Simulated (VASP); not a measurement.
# Bi2Te3 in VASP: single point with PBE

Aim: the single point of Bi2Te3 with PBE.

Program: VASP 6.6.1. These are calculated values, not measurements. Logs are shortened: lines on timing, memory, paths and dates and some standing lists are left out, and cuts for length are marked.

### 1 The cell of the first run

The cell holds a slab with vacuum, 10 atoms: a = 4.369 Å, b = 4.369 Å, c = 61.237 Å, α = 90.00°, β = 90.00°, γ = 120.00°.

### 2 Single point, PBE

Contents of INCAR:

```
SYSTEM = Bi2Te3
PREC = Accurate
ENCUT = 520
EDIFF = 1E-7
ISMEAR = 0
SIGMA = 0.02
LREAL = .False.
LASPH = .True.
NELM = 100
ALGO = Normal
ISIF = 2
LWAVE = .False.
LCHARG = .False.
LDIPOL = .True.
IDIPOL = 3
DIPOL = 0.5 0.5 0.500
GGA = PE
NBANDS = 59
```

Contents of KPOINTS:

```
regular mesh
0
Gamma
  9 9 1
  0 0 0
```

Contents of POSCAR:

```
Bi2Te3
1.0
    4.3693929082      0.0000000000      0.0000000000
   -2.1846964541      3.7840052576      0.0000000000
    0.0000000000      0.0000000000     61.2372151650
Te Bi
6 4
Direct
    0.0000000000      0.0000000000      0.3555927863
    0.6666666667      0.3333333333      0.4171422965
    0.3333333333      0.6666666667      0.4787590986
    0.6666666667      0.3333333333      0.5212409014
    0.3333333333      0.6666666667      0.5828577035
    0.0000000000      0.0000000000      0.6444072137
    0.3333333333      0.6666666667      0.3838366543
    0.0000000000      0.0000000000      0.4503204745
    0.0000000000      0.0000000000      0.5496795255
    0.6666666667      0.3333333333      0.6161633457
```

Potentials or basis: VASP PAW PBE potentials, release 64 (Te, Bi_d).

Command:

```sh
$ cat potpaw_PBE.64/Te/POTCAR potpaw_PBE.64/Bi_d/POTCAR > POTCAR
$ mpirun -np 1 vasp_std > vasp.out
```

OUTCAR:

```text
SYSTEM = Bi2Te3
   PREC = Accurate
   ENCUT = 520
   EDIFF = 1E-7
   ISMEAR = 0
   LREAL = .False.
   LASPH = .True.
   NELM = 100
   ISIF = 2
   GGA = PE

 ion  position               nearest neighbor table
   1  0.000  0.000  0.356-   7 3.06   7 3.06   7 3.06
   2  0.667  0.333  0.417-   8 3.24   8 3.24   8 3.24   7 3.24   7 3.24   7 3.24
   3  0.333  0.667  0.479-   8 3.07   8 3.07   8 3.07   4 3.62   4 3.62   4 3.62
   4  0.667  0.333  0.521-   9 3.07   9 3.07   9 3.07   3 3.62   3 3.62   3 3.62
   5  0.333  0.667  0.583-   9 3.24   9 3.24   9 3.24  10 3.24  10 3.24  10 3.24
   6  0.000  0.000  0.644-  10 3.06  10 3.06  10 3.06
   7  0.333  0.667  0.384-   1 3.06   1 3.06   1 3.06   2 3.24   2 3.24   2 3.24
   8  0.000  0.000  0.450-   3 3.07   3 3.07   3 3.07   2 3.24   2 3.24   2 3.24
   9  0.000  0.000  0.550-   4 3.07   4 3.07   4 3.07   5 3.24   5 3.24   5 3.24
  10  0.667  0.333  0.616-   6 3.06   6 3.06   6 3.06   5 3.24   5 3.24   5 3.24

  LATTYP: Found a hexagonal cell.
 ALAT       =     4.3693929082
 C/A-ratio  =    14.0150397210

  Lattice vectors:

 A1 = (   4.3693929082,   0.0000000000,   0.0000000000)
 A2 = (  -2.1846964541,   3.7840052576,   0.0000000000)
 A3 = (   0.0000000000,   0.0000000000,  61.2372151650)

Analysis of symmetry for initial positions (statically):
=====================================================================
 Subroutine PRICEL returns:
 Original cell was already a primitive cell.

 Routine SETGRP: Setting up the symmetry group for a
 hexagonal supercell.

 Subroutine GETGRP returns: Found 12 space group operations
 (whereof 12 operations were pure point group operations)
 out of a pool of 24 trial point group operations.

The static configuration has the point symmetry D_3d.

Analysis of symmetry for dynamics (positions and initial velocities):
=====================================================================
 Subroutine PRICEL returns:
 Original cell was already a primitive cell.

 Routine SETGRP: Setting up the symmetry group for a
 hexagonal supercell.

 Subroutine GETGRP returns: Found 12 space group operations
 (whereof 12 operations were pure point group operations)
 out of a pool of 24 trial point group operations.

The dynamic configuration has the point symmetry D_3d.

 Subroutine INISYM returns: Found 12 space group operations
 (whereof 12 operations are pure point group operations),
 and found     1 'primitive' translations

----------------------------------------------------------------------------------------

                                     Primitive cell

  volume of cell :    1012.4842

  direct lattice vectors                    reciprocal lattice vectors
     4.369392908  0.000000000  0.000000000     0.228864746  0.132135123  0.000000000
    -2.184696454  3.784005258  0.000000000     0.000000000  0.264270246  0.000000000
     0.000000000  0.000000000 61.237215165     0.000000000  0.000000000  0.016329939

  length of vectors
     4.369392908  4.369392908 61.237215165     0.264270246  0.264270246  0.016329939

  position of ions in fractional coordinates (direct lattice)
     0.000000000  0.000000000  0.355592786
     0.666666667  0.333333333  0.417142297
     0.333333333  0.666666667  0.478759099
     0.666666667  0.333333333  0.521240901
     0.333333333  0.666666667  0.582857703
     0.000000000  0.000000000  0.644407214
     0.333333333  0.666666667  0.383836654
     0.000000000  0.000000000  0.450320475
     0.000000000  0.000000000  0.549679525
     0.666666667  0.333333333  0.616163346

  ion indices of the primitive-cell ions
   primitive index   ion index
                 1           1
                 2           2
                 3           3
                 4           4
                 5           5
                 6           6
                 7           7
                 8           8
                 9           9
                10          10

----------------------------------------------------------------------------------------

 KPOINTS: regular mesh

Automatic generation of k-mesh.
 Grid dimensions read from file:
 generate k-points for:    9    9    1

 Generating k-lattice:

  Cartesian coordinates                     Fractional coordinates (reciprocal lattice)
     0.025429416  0.014681680  0.000000000     0.111111111  0.000000000  0.000000000
     0.000000000  0.029363361  0.000000000     0.000000000  0.111111111  0.000000000
     0.000000000  0.000000000  0.016329939     0.000000000  0.000000000  1.000000000

  Length of vectors
     0.029363361  0.029363361  0.016329939

  Shift w.r.t. Gamma in fractional coordinates (k-lattice)
     0.000000000  0.000000000  0.000000000

 Subroutine IBZKPT returns following result:
 ===========================================

 Found     12 irreducible k-points:

 Following reciprocal coordinates:
            Coordinates               Weight
  0.000000  0.000000  0.000000      1.000000
  0.111111  0.000000  0.000000      6.000000
  0.222222 -0.000000  0.000000      6.000000
  0.333333 -0.000000  0.000000      6.000000
  0.444444 -0.000000  0.000000      6.000000
  0.111111  0.111111  0.000000      6.000000
  0.222222  0.111111  0.000000     12.000000
  0.333333  0.111111  0.000000     12.000000
  0.444444  0.111111  0.000000      6.000000
  0.222222  0.222222  0.000000      6.000000
  0.333333  0.222222  0.000000     12.000000
  0.333333  0.333333  0.000000      2.000000
   k-points           NKPTS =     12   k-points in BZ     NKDIM =     12   number of bands    NBANDS=     59
   number of dos      NEDOS =    301   number of ions     NIONS =     10
   total plane-waves  NPLWV = 491520
   dimension x,y,z NGX =    32 NGY =   32 NGZ =  480
   dimension x,y,z NGXF=    64 NGYF=   64 NGZF=  960
   ions per type =               6   4
   NGX,Y,Z   is equivalent  to a cutoff of  12.18, 12.18, 13.03 a.u.
   NGXF,Y,Z  is equivalent  to a cutoff of  24.35, 24.35, 26.06 a.u.
 SYSTEM =  Bi2Te3
   PREC   = accura    normal or accurate (medium, high low for compatibility)
   ISTART =      0    job   : 0-new  1-cont  2-samecut
   ICHARG =      2    charge: 1-file 2-atom 10-const
   ISPIN  =      1    spin polarized calculation?
   LNONCOLLINEAR =      F non collinear calculations
   LSORBIT =      F    spin-orbit coupling
   LASPH  =      T    aspherical Exc in radial PAW
   ENCUT  =  520.0 eV  38.22 Ry    6.18 a.u.   8.12  8.12113.86*2*pi/ulx,y,z
   NELM   =    100;   NELMIN=  2; NELMDL= -5     # of ELM steps
   EDIFF  = 0.1E-06   stopping-criterion for ELM
   LREAL  =      F    real-space projection
   EDIFFG = 0.1E-05   stopping-criterion for IOM
   NSW    =      0    number of steps for IOM
   IBRION =     -1    ionic relax: 0-MD 1-quasi-New 2-CG
   NFREE  =      0    steps in history (QN), initial steepest desc. (CG)
   ISIF   =      2    stress and relaxation
   ISYM   =      2    0-nonsym 1-usesym 2-fastsym
   POTIM  = 0.5000    time-step for ionic-motion
   TEBEG  =    0.0;   TEEND  =   0.0 temperature during run
   PSTRESS=    0.0 pullay stress
   NELECT =      96.0000    total number of electrons
   NUPDOWN=      -1.0000    fix difference up-down
   EMIN   =  10.00;   EMAX   =-10.00  energy-range for DOS
   EFERMI =   0.00;   METHOD = LEGACY
   ISMEAR =     0;   SIGMA  =   0.02  broadening in eV -4-tet -1-fermi 0-gaus
   EFERMI_NEDOS =   21; number of points for ismear=-14 and -15
   IALGO  =     38    algorithm
   IMIX   =      4    mixing-type and parameters
     AMIX     =   0.40;   BMIX     =  1.00
     AMIX_MAG =   1.60;   BMIX_MAG =  1.00
  volume/ion in A,a.u.               =     101.25       683.26
  Fermi-wavevector in a.u.,A,eV,Ry     =   0.746510  1.410700  7.582223  0.557278
  Thomas-Fermi vector in A             =   1.842349
   LORBIT       =      0    0 simple, 1 ext, 2 COOP (PROOUT), +10 PAW based schemes
   GGA     = PE    functional components
   LHFCALC =     F    Hartree Fock is set to
   AEXX    =    0.0000 exact exchange contribution
   IVDW    =     0    specifies the selected vdW correction
   LEPSILON=     F    determine dielectric tensor
   LRPA    =     F    only Hartree local field effects (RPA)
 non-spin polarized calculation
 Gauss-broadening in eV      SIGMA  =   0.02
  energy-cutoff  :      520.00
  volume of cell :     1012.48
 maximum number of plane-waves:     27328
   NGX = 17   NGY = 17   NGZ =227

 number of electron      96.0000002 magnetization

 dipolmoment           0.000000      0.000000     -0.000000 electrons x Angstroem

 Free energy of the ion-electron system (eV)
  ---------------------------------------------------
  ext. energy  EPLUGINS =         0.00000000
  ---------------------------------------------------
  free energy    TOTEN  =       -36.64012172 eV

  energy without entropy =      -36.64012172  energy(sigma->0) =      -36.64012172

 E-fermi :  -1.2479     XC(G=0):  -3.3245

 val. band max:       -1.3345181142   @ k =   0.0000   0.0000   0.0000
 cond. band min:      -0.7606308766   @ k =   0.0000   0.0000   0.0000
 fundamental gap:      0.5738872376
 Fermi energy:        -1.2478589369

 k-point     1 :       0.0000    0.0000    0.0000
  band No.  band energies     occupation
      1     -24.3611      2.00000
      2     -24.3611      2.00000
      3     -24.3611      2.00000
      4     -24.3611      2.00000
      5     -24.3502      2.00000
      6     -24.3502      2.00000
[... 51 lines left out ...]
     58       0.7817      0.00000
     59       0.9269      0.00000

 k-point     2 :       0.1111    0.0000    0.0000
  band No.  band energies     occupation
      1     -24.3619      2.00000
      2     -24.3619      2.00000
      3     -24.3596      2.00000
      4     -24.3596      2.00000
      5     -24.3493      2.00000
      6     -24.3493      2.00000
[... 616 lines left out ...]
      3     -24.3595      2.00000
      4     -24.3595      2.00000
      5     -24.3473      2.00000
      6     -24.3473      2.00000
[... 51 lines left out ...]
     58       2.9639      0.00000
     59       2.9746      0.00000

------------------------ aborting loop because EDIFF is reached ----------------------------------------

 vacuum level on the upper side and lower side of the slab       (xc-potential included)        -0.009        -0.009

  FORCE on cell =-STRESS in cart. coord.  units (eV):
  Direction    XX          YY          ZZ          XY          YZ          ZX
  --------------------------------------------------------------------------------------
  -------------------------------------------------------------------------------------
  Total        4.2108291      4.2108291      3.5930764      0.0000000      0.0000000      0.0000000
  in kB        6.6633087      6.6633087      5.6857632      0.0000000      0.0000000      0.0000000
  external PRESSURE =       6.3374602 kB  Pullay stress =       0.0000000 kB

 VOLUME and BASIS-vectors are now :
 -----------------------------------------------------------------------------
  energy-cutoff  :      520.00
  volume of cell :     1012.48
      direct lattice vectors                 reciprocal lattice vectors
     4.369392908  0.000000000  0.000000000     0.228864746  0.132135123  0.000000000
    -2.184696454  3.784005258  0.000000000     0.000000000  0.264270246  0.000000000
     0.000000000  0.000000000 61.237215165     0.000000000  0.000000000  0.016329939

 POSITION                                       TOTAL-FORCE (eV/Angst)
 -----------------------------------------------------------------------------------
      0.00000      0.00000     21.77551        -0.000000     -0.000000     -0.128554
      2.18470      1.26134     25.54463        -0.000000      0.000000     -0.018152
     -0.00000      2.52267     29.31787        -0.000000      0.000000      0.010878
      2.18470      1.26134     31.91934         0.000000      0.000000     -0.010878
     -0.00000      2.52267     35.69258         0.000000     -0.000000      0.018152
      0.00000      0.00000     39.46170         0.000000      0.000000      0.128554
     -0.00000      2.52267     23.50509        -0.000000      0.000000     -0.083797
      0.00000      0.00000     27.57637        -0.000000      0.000000     -0.006819
      0.00000      0.00000     33.66084         0.000000      0.000000      0.006819
      2.18470      1.26134     37.73213         0.000000      0.000000      0.083797
 -----------------------------------------------------------------------------------
    total drift:                               -0.000000      0.000000      0.000000

  FREE ENERGIE OF THE ION-ELECTRON SYSTEM (eV)
  ---------------------------------------------------
  free  energy   TOTEN  =       -36.6401217192 eV

  energy  without entropy=      -36.6401217192  energy(sigma->0) =      -36.64012172

 vacuum level on the upper side and lower side of the slab         3.671         3.671
```

Run time: 22 min. Hardware: 1 thread of AMD EPYC 9R45 (Zen 5), shared host; peak memory 1.2 GiB.

What came out:

- Free energy: -36.6401 eV
- Largest force: 0.129 eV/Å
- Band gap on the k mesh: 0.57 eV

Forces on the atoms (eV/Å):
```
Te   0.000  0.000 -0.129
Te   0.000  0.000 -0.018
Te   0.000  0.000  0.011
Te   0.000  0.000 -0.011
Te   0.000  0.000  0.018
Te   0.000  0.000  0.129
Bi   0.000  0.000 -0.084
Bi   0.000  0.000 -0.007
Bi   0.000  0.000  0.007
Bi   0.000  0.000  0.084
```

Caveat: spin-orbit coupling is left out, which moves the levels of the heavy elements.
